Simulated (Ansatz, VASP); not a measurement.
One calculation of Au, two programs

```
Au
1.0
    -1.46090    1.46090    1.46090
     1.46090   -1.46090    1.46090
     1.46090    1.46090   -1.46090
Au
1
Direct
  0.00000 0.00000 0.00000
```

Change from the starting cell: volume scaled by 0.75, PAW files.

Alike in both runs: task single point; functional LDA; k mesh 17 × 17 × 17; occupations fermi-dirac, width 0.1 eV; no spin polarisation.

|  | VASP | Ansatz |
| --- | --- | --- |
| version | VASP 6.6.1 | Ansatz 0.2.0 |
| potentials or method | VASP PAW LDA potentials, release 64 (Au) | PAW with Ansatz's default frozen-core files, scalar-relativistic |
| plane-wave cutoff (eV) | 520 | 420 |
| valence electrons in the cell | 11 | 19 |

VASP gave:

* pressure (GPa): 124.3

Estimate Ansatz's values.

pressure (GPa): 122.2.

LDA's correlation is that of Perdew and Zunger in VASP and of Perdew and Wang (1992) in Ansatz. Both programs put the cell under a high pressure, so it lies far from rest at this level. VASP's potentials hold 11 valence electrons a cell and Ansatz's 19, so a difference there can come from the potentials and not from the codes.

Neither program's run includes spin-orbit coupling. Noted on VASP's run: the cell as given lies far from equilibrium.
